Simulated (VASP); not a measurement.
Write the native input for VASP 6.6.1 that does the following.

* Task: single point
* Functional: PBE
* Potentials or basis: VASP PAW PBE potentials, release 64 (K_sv, Cl)
* Cutoff: 520 eV
* k mesh: 4 × 4 × 4
* Occupations: gaussian, width 0.01 eV
* Spin: no spin polarisation
* Dipole correction: no
* Further INCAR settings: ALGO = Normal; EDIFF = 1e-06; NBANDS = 15

The structure of KCl lies in POSCAR:

```
KCl
1.0
    0.0000000000      3.1605725637      3.1605725637
    3.1605725637      0.0000000000      3.1605725637
    3.1605725637      3.1605725637      0.0000000000
K Cl
1 1
Direct
    0.0000000000      0.0000000000      0.0000000000
    0.5000000000      0.5000000000      0.5000000000
```

This cell differs from its parent crystal: strain +0.5%.

The input as run:

INCAR

```
SYSTEM = KCl
PREC = Accurate
ENCUT = 520
EDIFF = 1E-6
ISMEAR = 0
SIGMA = 0.01
LREAL = .False.
LASPH = .True.
NELM = 60
ALGO = Normal
ISIF = 2
LWAVE = .False.
LCHARG = .False.
GGA = PE
NBANDS = 15
```

KPOINTS

```
regular mesh
0
Gamma
  4 4 4
  0 0 0
```

Potentials or basis: VASP PAW PBE potentials, release 64 (K_sv, Cl).

Run with:

```bash
$ cat potpaw_PBE.64/K_sv/POTCAR potpaw_PBE.64/Cl/POTCAR > POTCAR
$ mpirun -np 1 vasp_std > vasp.out
```

It gave:

- Pressure: 0.5 GPa
- Band gap on the k mesh: 5.14 eV, direct

Caveat: the k points lie up to 0.43 Å⁻¹ apart; the cell differs from its parent crystal (strain +0.5%).

It took 6.4 s on 1 thread of Intel(R) Xeon(R) 6975P-C (Granite Rapids), with other jobs on the host, peak memory 0.19 GiB.
